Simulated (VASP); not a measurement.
# Ag2O (Pn-3m) in VASP: electric field gradients with PBE

Aim: the electric field gradients of Ag2O with PBE.

All numbers are computed with VASP 6.6.1; they aren't measurements. Logs are shortened: lines on timing, memory, paths and dates and some standing lists are left out, and cuts for length are marked.

## 1. The cell of the first run

It takes space group Pn-3m (No. 224, cubic). The conventional cell has a = 4.731 Å, b = 4.731 Å, c = 4.731 Å, α = 90.00°, β = 90.00°, γ = 90.00°. Ag (site symmetry -3m) has 2 O at 2.05 Å within 2.7 Å. Within 2.7 Å of O (site symmetry -43m) lie 4 Ag at 2.05 Å.

## 2. Electric field gradients, PBE

INCAR reads:

```
ALGO     = Normal         # electronic algorithm
EDIFF    = 1E-8           # SCF threshold, eV
ENCUT    = 520            # plane-wave cutoff, eV
GGA      = PE             # functional
GGA_COMPAT= F            
ISIF     = 2              # what is computed and relaxed
ISMEAR   = -1             # smearing method
LASPH    = T              # aspherical terms in the spheres
LCHARG   = F              # write CHGCAR
LEFG     = T            
LREAL    = F              # projectors in reciprocal space
LWAVE    = F              # write WAVECAR
NBANDS   = 68             # bands
NELM     = 120            # most SCF steps
PREC     = Accurate       # precision mode
SIGMA    = 0.05           # smearing width, eV
```

KPOINTS reads:

```
k-points
0
Gamma
  5 5 5
```

POSCAR reads:

```
Ag2O
1.0
    0.0000000000      4.7306100000      4.7306100000
    4.7306100000      0.0000000000      4.7306100000
    4.7306100000      4.7306100000      0.0000000000
Ag O
8 4
Direct
    0.3750000000      0.3750000000      0.3750000000
    0.8750000000      0.8750000000      0.8750000000
    0.8750000000      0.3750000000      0.3750000000
    0.3750000000      0.8750000000      0.8750000000
    0.3750000000      0.3750000000      0.8750000000
    0.8750000000      0.8750000000      0.3750000000
    0.3750000000      0.8750000000      0.3750000000
    0.8750000000      0.3750000000      0.8750000000
    0.0000000000      0.0000000000      0.0000000000
    0.5000000000      0.5000000000      0.5000000000
    0.2500000000      0.2500000000      0.2500000000
    0.7500000000      0.7500000000      0.7500000000
```

Potentials or basis: VASP PAW PBE potentials, release 64 (Ag, O).

Run with:

```sh
cat potpaw_PBE.64/Ag/POTCAR potpaw_PBE.64/O/POTCAR > POTCAR
mpirun -np 1 vasp_std > vasp.out
```

OUTCAR:

```text
EDIFF = 1E-8
   ENCUT = 520
   GGA = PE
   ISIF = 2
   ISMEAR = -1
   LASPH = T
   LREAL = F
   NELM = 120
   PREC = Accurate

 ion  position               nearest neighbor table
   1  0.375  0.375  0.375-  10 2.05  11 2.05   7 3.35   3 3.35   5 3.35   4 3.35   5 3.35   8 3.35
                             4 3.35   6 3.35   7 3.35   3 3.35   6 3.35   8 3.35
   2  0.875  0.875  0.875-   9 2.05  12 2.05   8 3.35   4 3.35   6 3.35   3 3.35   6 3.35   7 3.35
                             3 3.35   5 3.35   8 3.35   4 3.35   5 3.35   7 3.35
   3  0.875  0.375  0.375-  10 2.05  11 2.05   8 3.35   1 3.35   6 3.35   2 3.35   5 3.35   8 3.35
                             2 3.35   6 3.35   7 3.35   1 3.35   5 3.35   7 3.35
   4  0.375  0.875  0.875-   9 2.05  12 2.05   7 3.35   2 3.35   5 3.35   1 3.35   6 3.35   7 3.35
                             1 3.35   5 3.35   8 3.35   2 3.35   6 3.35   8 3.35
   5  0.375  0.375  0.875-  10 2.05  11 2.05   8 3.35   1 3.35   4 3.35   1 3.35   3 3.35   7 3.35
                             2 3.35   4 3.35   7 3.35   2 3.35   3 3.35   8 3.35
   6  0.875  0.875  0.375-   9 2.05  12 2.05   7 3.35   2 3.35   3 3.35   2 3.35   4 3.35   8 3.35
                             1 3.35   3 3.35   8 3.35   1 3.35   4 3.35   7 3.35
   7  0.375  0.875  0.375-  10 2.05  11 2.05   6 3.35   1 3.35   4 3.35   2 3.35   4 3.35   5 3.35
                             1 3.35   3 3.35   5 3.35   2 3.35   3 3.35   6 3.35
   8  0.875  0.375  0.875-   9 2.05  12 2.05   5 3.35   2 3.35   3 3.35   1 3.35   3 3.35   6 3.35
                             2 3.35   4 3.35   6 3.35   1 3.35   4 3.35   5 3.35
   9  0.000  0.000  0.000-   2 2.05   4 2.05   6 2.05   8 2.05
  10  0.500  0.500  0.500-   1 2.05   3 2.05   5 2.05   7 2.05
  11  0.250  0.250  0.250-   1 2.05   3 2.05   5 2.05   7 2.05
  12  0.750  0.750  0.750-   2 2.05   4 2.05   6 2.05   8 2.05

  LATTYP: Found a face centered cubic cell.
 ALAT       =     9.4612200000

  Lattice vectors:

 A1 = (   0.0000000000,   4.7306100000,   4.7306100000)
 A2 = (   4.7306100000,   0.0000000000,   4.7306100000)
 A3 = (   4.7306100000,   4.7306100000,   0.0000000000)

Analysis of symmetry for initial positions (statically):
=====================================================================
 Subroutine PRICEL returns following result:

  LATTYP: Found a simple cubic cell.
 ALAT       =     4.7306100000

  Lattice vectors:

 A1 = (  -4.7306100000,   0.0000000000,   0.0000000000)
 A2 = (   0.0000000000,   0.0000000000,   4.7306100000)
 A3 = (   0.0000000000,   4.7306100000,   0.0000000000)

   2 primitive cells build up your supercell.

 Routine SETGRP: Setting up the symmetry group for a
 face centered cubic supercell.

 Subroutine GETGRP returns: Found 48 space group operations
[... 905 lines left out ...]

 POSITION                                       TOTAL-FORCE (eV/Angst)
 -----------------------------------------------------------------------------------
      3.54796      3.54796      3.54796         0.000000     -0.000000     -0.000000
      8.27857      8.27857      8.27857         0.000000     -0.000000     -0.000000
      3.54796      5.91326      5.91326         0.000000     -0.000000     -0.000000
      8.27857      5.91326      5.91326         0.000000     -0.000000     -0.000000
      5.91326      5.91326      3.54796         0.000000     -0.000000     -0.000000
      5.91326      5.91326      8.27857         0.000000     -0.000000     -0.000000
      5.91326      3.54796      5.91326         0.000000     -0.000000     -0.000000
      5.91326      8.27857      5.91326         0.000000     -0.000000     -0.000000
      0.00000      0.00000      0.00000         0.000000      0.000000      0.000000
      4.73061      4.73061      4.73061         0.000000      0.000000      0.000000
      2.36531      2.36531      2.36531        -0.000000     -0.000000     -0.000000
      7.09592      7.09592      7.09592        -0.000000     -0.000000     -0.000000
 -----------------------------------------------------------------------------------
    total drift:                                0.000000      0.000000     -0.000000

  FREE ENERGIE OF THE ION-ELECTRON SYSTEM (eV)
  ---------------------------------------------------
  free  energy   TOTEN  =       -42.7878615722 eV

  energy  without entropy=      -42.7847396352  energy(sigma->0) =      -42.78630060

 Electric field gradients (V/A^2)
---------------------------------------------------------------------
 ion       V_xx      V_yy      V_zz      V_xy      V_xz      V_yz
---------------------------------------------------------------------
   1      -0.000     0.000     0.000   -88.905   -88.905   -88.905
   2      -0.000     0.000     0.000   -88.905   -88.905   -88.905
   3      -0.000     0.000     0.000    88.908    88.908   -88.906
   4      -0.000     0.000     0.000    88.908    88.908   -88.906
   5       0.000     0.000    -0.000   -88.906    88.908    88.908
   6       0.000     0.000    -0.000   -88.906    88.908    88.908
   7       0.000    -0.000     0.000    88.908   -88.906    88.908
   8       0.000    -0.000     0.000    88.908   -88.906    88.908
   9      -0.000     0.000    -0.000     0.003     0.003     0.003
  10       0.000    -0.000    -0.000     0.003     0.003     0.003
  11       0.000    -0.000    -0.000     0.003     0.003     0.003
  12       0.000    -0.000    -0.000     0.003     0.003     0.003
---------------------------------------------------------------------

 Electric field gradients after diagonalization (V/A^2)
 (convention: |V_zz| > |V_xx| > |V_yy|)
----------------------------------------------------------------------
 ion       V_xx      V_yy      V_zz     asymmetry (V_yy - V_xx)/ V_zz
----------------------------------------------------------------------
   1      88.905    88.905  -177.811       0.000
   2      88.905    88.905  -177.811       0.000
   3      88.909    88.906  -177.815       0.000
   4      88.909    88.906  -177.815       0.000
   5      88.909    88.906  -177.815       0.000
   6      88.909    88.906  -177.815       0.000
   7      88.909    88.906  -177.815       0.000
   8      88.909    88.906  -177.815       0.000
   9      -0.003    -0.003     0.005       0.000
  10      -0.003    -0.003     0.005       0.000
  11      -0.003    -0.003     0.005       0.000
  12      -0.003    -0.003     0.005       0.000
----------------------------------------------------------------------

           NMR quadrupolar parameters

 Cq : quadrupolar parameter    Cq=e*Q*V_zz/h
 eta: asymmetry parameters     (V_yy - V_xx)/ V_zz
 Q  : nuclear electric quadrupole moment in mb (millibarn)
----------------------------------------------------------------------
 ion       Cq(MHz)       eta       Q (mb)
----------------------------------------------------------------------
   1      -0.430       0.000       1.000
   2      -0.430       0.000       1.000
   3      -0.430       0.000       1.000
   4      -0.430       0.000       1.000
   5      -0.430       0.000       1.000
   6      -0.430       0.000       1.000
   7      -0.430       0.000       1.000
   8      -0.430       0.000       1.000
   9       0.000       0.000       1.000
  10       0.000       0.000       1.000
  11       0.000       0.000       1.000
  12       0.000       0.000       1.000
----------------------------------------------------------------------
```

Run time: 3.5 min. Hardware: 1 thread of Intel Xeon Platinum 8259CL at 2.50GHz (Skylake/Cascade Lake), shared host; peak memory 0.39 GiB.

What came out:

| Item | Value |
| --- | --- |
| Free energy | -42.7879 eV |
| Pressure | 4.0 GPa |
| Largest electric field gradient by atom | Ag -177.8; O +0.0 V/Å² |

Levels at points of the mesh, in eV from the Fermi level:
| k point | band 54 | band 55 | band 56 | band 57 | band 58 | band 59 |
| --- | --- | --- | --- | --- | --- | --- |
| (0.00, 0.00, 0.00) | -0.09 | -0.09 | -0.09 | -0.06 | 1.96 | 1.96 |

Electric field gradients, principal values (V/Å²):
```
atom   least  middle  greatest (by size)
1 Ag  88.905  88.905            -177.811
2 Ag  88.905  88.905            -177.811
3 Ag  88.906  88.909            -177.815
4 Ag  88.906  88.909            -177.815
5 Ag  88.906  88.909            -177.815
6 Ag  88.906  88.909            -177.815
7 Ag  88.906  88.909            -177.815
8 Ag  88.906  88.909            -177.815
 9 O  -0.003  -0.003               0.005
10 O  -0.003  -0.003               0.005
11 O  -0.003  -0.003               0.005
12 O  -0.003  -0.003               0.005
```

Caveat: the cell stands under pressure; without QUAD_EFG the Cq values of the log hold for a quadrupole moment of 1 mb, not for the nuclei.
